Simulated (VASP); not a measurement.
# SrO: single point with PBE-based global hybrid

The system is SrO.

```
Sr O
1.0
     0.00000    2.56630    2.56630
     2.56630    0.00000    2.56630
     2.56630    2.56630    0.00000
Sr O
1 1
Cartesian
  2.5663 2.5663 2.5663
  0.0000 0.0000 0.0000
```

* Program: VASP 6.6.1
* Task: single point
* Functional: PBE-based global hybrid
* Potentials or basis: VASP PAW PBE potentials, release 64 (Sr_sv, O)
* Cutoff: 520 eV
* k mesh: 5 × 5 × 5
* Occupations: fermi-dirac, width 0.05 eV
* Spin: no spin polarisation

| Property | Result |
| --- | --- |
| Pressure | -0.7 GPa |
| Band gap on the k mesh | 8.03 eV, indirect (least direct gap 8.16 eV) |

Levels at points of the mesh, in eV from the valence-band top:
| k point | band 4 | band 5 | band 6 | band 7 | band 8 | band 9 | band 10 | band 11 | band 12 | band 13 |
| --- | --- | --- | --- | --- | --- | --- | --- | --- | --- | --- |
| (0.00, 0.00, 0.00) | -15.22 | -15.22 | 0.00 | 0.00 | 0.00 | 8.57 | 11.19 | 11.19 | 11.19 | 13.56 |

It took 32 min on 1 thread of AMD EPYC 7R13 (shared host), peak memory 0.15 GiB.

Caveat: the k points lie up to 0.42 Å⁻¹ apart; the PAW data sets were made with another functional, which shifts forces and pressure a little. A k mesh can miss the band edges.
